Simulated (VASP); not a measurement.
BP, 2 atoms in the cell. It takes space group F-43m (No. 216, cubic). Conventional cell: a = 4.537 Å, b = 4.537 Å, c = 4.537 Å, α = 90.00°, β = 90.00°, γ = 90.00°. B (site symmetry -43m) has 4 P at 1.96 Å within 2.6 Å. P (site symmetry -43m) has 4 B at 1.96 Å within 2.6 Å. 

```yaml
Program: VASP 6.6.1
Task: single point
Functional: r2SCAN
Potentials_or_basis: VASP PAW PBE potentials, release 64 (B, P)
Cutoff: 520 eV
k_mesh: 8 × 8 × 8
Occupations: gaussian, width 0.01 eV
Spin: no spin polarisation
Dipole_correction: no
Further_INCAR_settings: ALGO = Normal; EDIFF = 1e-06; NBANDS = 11
```

Potentials or basis: VASP PAW PBE potentials, release 64 (B, P).

Launch:

```sh
$ cat potpaw_PBE.64/B/POTCAR potpaw_PBE.64/P/POTCAR > POTCAR
$ cp INCAR.step1 INCAR
$ mpirun -np 1 vasp_std > vasp.out
$ cp INCAR.step2 INCAR
$ mpirun -np 1 vasp_std > vasp.out
```

Hardware: 1 thread of Intel(R) Xeon(R) Platinum 8259CL CPU @ 2.50GHz (Skylake/Cascade Lake) (shared host).

**Question.** Estimate the wall time of this run.

**Answer.** It took 18 s on 1 thread of Intel(R) Xeon(R) Platinum 8259CL CPU @ 2.50GHz (Skylake/Cascade Lake) (shared host), peak memory 0.13 GiB. Counts: k points 29.
